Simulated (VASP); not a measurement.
# Ti (P6_3/mmc) in VASP: notebook

Ti is run at these levels: PBE; tasks: single point.

All numbers are computed with VASP 6.6.1; they aren't measurements. Logs are shortened: lines on timing, memory, paths and dates and some standing lists are left out, and cuts for length are marked.

### 1 The cell of the first run

Symmetry: P6_3/mmc, No. 194, hexagonal system. The conventional cell has a = 2.950 Å, b = 2.950 Å, c = 4.780 Å, α = 90.00°, β = 90.00°, γ = 120.00°. Ti (site symmetry -6m2) has 12 Ti at 2.93 to 2.95 Å within 3.9 Å.

### 2 Single point, PBE (zz strain of +2 %)

Contents of INCAR:

```
  ALGO = Normal
  EDIFF = 1E-6
  ENCUT = 520
  GGA = PE
  ISIF = 2
  ISMEAR = -1
  LASPH = T
  LCHARG = F
  LREAL = F
  LWAVE = F
  NBANDS = 19
  NELM = 100
  PREC = Accurate
  SIGMA = 0.08
```

Contents of KPOINTS:

```
k-points
0
Gamma
  13 13 7
```

Contents of POSCAR:

```
Ti
1.0
    2.9499978604      0.0000000000      0.0000000000
   -1.4749989302      2.5547730882      0.0000000000
    0.0000000000      0.0000000000      4.7797200000
Ti
2
Direct
    0.3333333333      0.6666666667      0.2500000000
    0.6666666667      0.3333333333      0.7500000000
```

Potentials or basis: VASP PAW PBE potentials, release 64 (Ti_sv).

Launch:

```bash
$ cat potpaw_PBE.64/Ti_sv/POTCAR > POTCAR
$ mpirun -np 1 vasp_std > vasp.out
```

OUTCAR:

```text
EDIFF = 1E-6
   ENCUT = 520
   GGA = PE
   ISIF = 2
   ISMEAR = -1
   LASPH = T
   LREAL = F
   NELM = 100
   PREC = Accurate

 ion  position               nearest neighbor table
   1  0.333  0.667  0.250-
   2  0.667  0.333  0.750-

  LATTYP: Found a hexagonal cell.
 ALAT       =     2.9499978604
 C/A-ratio  =     1.6202452429

  Lattice vectors:

 A1 = (   2.9499978604,   0.0000000000,   0.0000000000)
 A2 = (  -1.4749989302,   2.5547730882,   0.0000000000)
 A3 = (   0.0000000000,   0.0000000000,   4.7797200000)

Analysis of symmetry for initial positions (statically):
=====================================================================
 Subroutine PRICEL returns:
 Original cell was already a primitive cell.

 Routine SETGRP: Setting up the symmetry group for a
 hexagonal supercell.

 Subroutine GETGRP returns: Found 24 space group operations
 (whereof 12 operations were pure point group operations)
 out of a pool of 24 trial point group operations.

The static configuration has the point symmetry D_3d.
 The point group associated with its full space group is D_6h.

Analysis of symmetry for dynamics (positions and initial velocities):
=====================================================================
 Subroutine PRICEL returns:
 Original cell was already a primitive cell.

 Routine SETGRP: Setting up the symmetry group for a
 hexagonal supercell.

 Subroutine GETGRP returns: Found 24 space group operations
 (whereof 12 operations were pure point group operations)
 out of a pool of 24 trial point group operations.

The dynamic configuration has the point symmetry D_3d.
 The point group associated with its full space group is D_6h.

 Subroutine INISYM returns: Found 24 space group operations
 (whereof 12 operations are pure point group operations),
 and found     1 'primitive' translations

----------------------------------------------------------------------------------------

                                     Primitive cell

  volume of cell :      36.0227

  direct lattice vectors                    reciprocal lattice vectors
[... 78 lines left out ...]
   PREC   = accura    normal or accurate (medium, high low for compatibility)
   ISTART =      0    job   : 0-new  1-cont  2-samecut
   ICHARG =      2    charge: 1-file 2-atom 10-const
   ISPIN  =      1    spin polarized calculation?
   LNONCOLLINEAR =      F non collinear calculations
   LSORBIT =      F    spin-orbit coupling
   LASPH  =      T    aspherical Exc in radial PAW
   ENCUT  =  520.0 eV  38.22 Ry    6.18 a.u.   5.49  5.49  8.89*2*pi/ulx,y,z
   NELM   =    100;   NELMIN=  2; NELMDL= -5     # of ELM steps
   EDIFF  = 0.1E-05   stopping-criterion for ELM
   LREAL  =      F    real-space projection
   EDIFFG = 0.1E-04   stopping-criterion for IOM
   NSW    =      0    number of steps for IOM
   IBRION =     -1    ionic relax: 0-MD 1-quasi-New 2-CG
   NFREE  =      0    steps in history (QN), initial steepest desc. (CG)
   ISIF   =      2    stress and relaxation
   ISYM   =      2    0-nonsym 1-usesym 2-fastsym
   POTIM  = 0.5000    time-step for ionic-motion
   TEBEG  =    0.0;   TEEND  =   0.0 temperature during run
   PSTRESS=    0.0 pullay stress
   NELECT =      24.0000    total number of electrons
   NUPDOWN=      -1.0000    fix difference up-down
   EMIN   =  10.00;   EMAX   =-10.00  energy-range for DOS
   EFERMI =   0.00;   METHOD = LEGACY
   ISMEAR =    -1;   SIGMA  =   0.08  broadening in eV -4-tet -1-fermi 0-gaus
   EFERMI_NEDOS =   21; number of points for ismear=-14 and -15
   IALGO  =     38    algorithm
   IMIX   =      4    mixing-type and parameters
     AMIX     =   0.40;   BMIX     =  1.00
     AMIX_MAG =   1.60;   BMIX_MAG =  1.00
  volume/ion in A,a.u.               =      18.01       121.55
  Fermi-wavevector in a.u.,A,eV,Ry     =   1.429837  2.701999 27.816196  2.044433
  Thomas-Fermi vector in A             =   2.549747
   LORBIT       =      0    0 simple, 1 ext, 2 COOP (PROOUT), +10 PAW based schemes
   GGA     = PE    functional components
   LHFCALC =     F    Hartree Fock is set to
   AEXX    =    0.0000 exact exchange contribution
   IVDW    =     0    specifies the selected vdW correction
   LEPSILON=     F    determine dielectric tensor
   LRPA    =     F    only Hartree local field effects (RPA)
 non-spin polarized calculation
  energy-cutoff  :      520.00
  volume of cell :       36.02
 maximum number of plane-waves:       996
 NGX is ok and might be reduce to    24
   NGX = 11   NGY = 11   NGZ = 17

 number of electron      23.9999994 magnetization

 Free energy of the ion-electron system (eV)
  ---------------------------------------------------
  ext. energy  EPLUGINS =         0.00000000
  ---------------------------------------------------
  free energy    TOTEN  =       -15.67450249 eV

  energy without entropy =      -15.62424683  energy(sigma->0) =      -15.64937466

 E-fermi :   7.9393     XC(G=0): -11.3270

 val. band max:        7.9278570951   @ k =   0.3846   0.2308   0.2857
 cond. band min:       7.9491840642   @ k =   0.3077   0.2308   0.4286
 fundamental gap:      0.0213269691
 Fermi energy:         7.9393347751

 k-point     1 :       0.0000    0.0000    0.0000
  band No.  band energies     occupation
      1     -48.9547      2.00000
      2     -48.8466      2.00000
      3     -25.4847      2.00000
      4     -24.9147      2.00000
      5     -24.9147      2.00000
      6     -24.8852      2.00000
[... 505 lines left out ...]
      6     -24.9400      2.00000
[... 11 lines left out ...]
     18       9.6631      0.00000
     19      11.0894      0.00000

 [... further k-points ...]

------------------------ aborting loop because EDIFF is reached ----------------------------------------

  FORCE on cell =-STRESS in cart. coord.  units (eV):
  Direction    XX          YY          ZZ          XY          YZ          ZX
  --------------------------------------------------------------------------------------
  -------------------------------------------------------------------------------------
  Total       -0.6709072     -0.6709072     -1.2197858      0.0000000      0.0000000      0.0000000
  in kB      -29.8398421    -29.8398421    -54.2522412      0.0000000      0.0000000      0.0000000
  external PRESSURE =     -37.9773084 kB  Pullay stress =       0.0000000 kB

 VOLUME and BASIS-vectors are now :
 -----------------------------------------------------------------------------
  energy-cutoff  :      520.00
  volume of cell :       36.02
      direct lattice vectors                 reciprocal lattice vectors
     2.949997860  0.000000000  0.000000000     0.338983297  0.195712098  0.000000000
    -1.474998930  2.554773088  0.000000000     0.000000000  0.391424195  0.000000000
     0.000000000  0.000000000  4.779720000     0.000000000  0.000000000  0.209217276

 POSITION                                       TOTAL-FORCE (eV/Angst)
 -----------------------------------------------------------------------------------
     -0.00000      1.70318      1.19493        -0.000000      0.000000      0.000000
      1.47500      0.85159      3.58479         0.000000     -0.000000      0.000000
 -----------------------------------------------------------------------------------
    total drift:                               -0.000000      0.000000     -0.000000

  FREE ENERGIE OF THE ION-ELECTRON SYSTEM (eV)
  ---------------------------------------------------
  free  energy   TOTEN  =       -15.6745024930 eV

  energy  without entropy=      -15.6242468253  energy(sigma->0) =      -15.64937466
```

Run time: 81 s. Hardware: 1 thread of Intel Xeon 8259CL, shared host; peak memory 0.18 GiB.

What came out:

| Property | Result |
| --- | --- |
| Free energy | -15.6745 eV |
| Pressure | -3.8 GPa |
| Band gap on the k mesh | zero (bands 12 and 13 overlap by 1.03 eV) |

Stress tensor (GPa, compression positive):
```
-2.98  0.00  0.00
 0.00 -2.98  0.00
 0.00  0.00 -5.43
```

Caveat: the cell differs from its parent crystal (zz strain of +2 %); the cell stands under tension.

### 3 Single point, PBE (zz strain of +3 %)

Contents of INCAR:

```
SYSTEM = Ti
PREC     = Accurate       ! precision mode
ENCUT    = 520            ! plane-wave cutoff, eV
EDIFF    = 1E-6           ! SCF threshold, eV
ISMEAR   = -1             ! smearing method
SIGMA    = 0.08           ! smearing width, eV
LREAL    = .FALSE.        ! projectors in reciprocal space
LASPH    = .TRUE.         ! aspherical terms in the spheres
NELM     = 80             ! most SCF steps
ALGO     = Normal         ! electronic algorithm
ISIF     = 2              ! what is computed and relaxed
LWAVE    = .FALSE.        ! write WAVECAR
LCHARG   = .FALSE.        ! write CHGCAR
GGA      = PE             ! functional
NBANDS   = 19             ! bands
```

Contents of KPOINTS:

```
Automatic mesh
0
G
  13 13 7
  0 0 0
```

Edit POSCAR of step 2 so:

```diff
@@ -4,3 +4,3 @@
    -1.4749989302      2.5547730882      0.0000000000
-    0.0000000000      0.0000000000      4.7797200000
+    0.0000000000      0.0000000000      4.8265800000
 Ti
```

Potentials or basis: VASP PAW PBE potentials, release 64 (Ti_sv).

Launch:

```bash
$ cat potpaw_PBE.64/Ti_sv/POTCAR > POTCAR
$ mpirun -np 1 vasp_std > vasp.out
```

It took 1.9 min on 1 thread of Intel Xeon 8259CL, shared host; peak memory 0.18 GiB.

The run converged. Its results:

```yaml
Free_energy: -15.6609 eV
Pressure: -4.7 GPa
Band_gap_on_the_k_mesh: zero (bands 12 and 13 overlap by 0.97 eV)
```

Stress tensor (GPa, compression positive):
```
-3.59  0.00  0.00
 0.00 -3.59  0.00
 0.00  0.00 -6.97
```

Levels at points of the mesh, in eV from the Fermi level:
```
           k point  band 9  band 10  band 11  band 12  band 13  band 14  band 15  band 16
(0.00, 0.00, 0.00)   -6.08    -2.59     0.40     0.68     0.80     0.80     1.22     1.22
```

Caveat: the cell differs from its parent crystal (zz strain of +3 %); the cell stands under tension.

### 4 Single point, PBE (equal xx and yy strain of +2 %)

Contents of INCAR:

```
PREC = Accurate
ENCUT = 520
EDIFF = 1E-6
ISMEAR = -1
SIGMA = 0.08
LREAL = F
LASPH = T
NELM = 60
ALGO = Normal
ISIF = 2
LWAVE = F
LCHARG = T
GGA = PE
LELF = T
LVHAR = T
NBANDS = 19
```

Contents of KPOINTS:

```
regular mesh
0
Gamma
  13 13 7
```

Contents of POSCAR:

```
Ti
1.0
    3.0089978176      0.0000000000      0.0000000000
   -1.5044989088      2.6058685500      0.0000000000
    0.0000000000      0.0000000000      4.6860000000
Ti
2
Direct
    0.3333333333      0.6666666667      0.2500000000
    0.6666666667      0.3333333333      0.7500000000
```

Launch:

```bash
$ cat potpaw_PBE.64/Ti_sv/POTCAR > POTCAR
$ mpirun -np 1 vasp_std > vasp.out
```

It took 99 s on 1 thread of Intel Xeon 8259CL, shared host; peak memory 0.18 GiB.

Results (log left out):

```
Free energy            : -15.6560 eV
Pressure               : -5.6 GPa
Band gap on the k mesh : zero (bands 12 and 13 overlap by 1.03 eV)
```

Stress tensor (GPa, compression positive):
```
-6.11  0.00  0.00
 0.00 -6.11  0.00
 0.00  0.00 -4.59
```

Levels at points of the mesh, in eV from the Fermi level:
| k point | band 8 | band 9 | band 10 | band 11 | band 12 | band 13 | band 14 | band 15 | band 16 | band 17 |
| --- | --- | --- | --- | --- | --- | --- | --- | --- | --- | --- |
| (0.00, 0.00, 0.00) | -32.86 | -6.06 | -2.53 | 0.73 | 0.73 | 0.79 | 0.95 | 1.21 | 1.21 | 1.46 |

Caveat: the cell differs from its parent crystal (equal xx and yy strain of +2 %); the cell stands under tension.

### 5 Summary

| cell | gap on the mesh (eV) | pressure (GPa) |
| --- | --- | --- |
| a = 2.950, b = 2.950, c = 4.780 Å, angles 90.0, 90.0, 120.0°, 2 atoms | none | -3.8 |
| a = 2.950, b = 2.950, c = 4.827 Å, angles 90.0, 90.0, 120.0°, 2 atoms | none | -4.7 |
| a = 3.009, b = 3.009, c = 4.686 Å, angles 90.0, 90.0, 120.0°, 2 atoms | none | -5.6 |

Alike in all rows: task single point; level PBE; potentials or basis VASP PAW PBE potentials, release 64 (Ti_sv); no spin polarisation; k mesh 13 × 13 × 7; cutoff (eV) 520; smearing fermi-dirac 0.08 eV.

Caveats: the cell stands under tension.

Absolute energies hang on the potentials; compare differences alone.
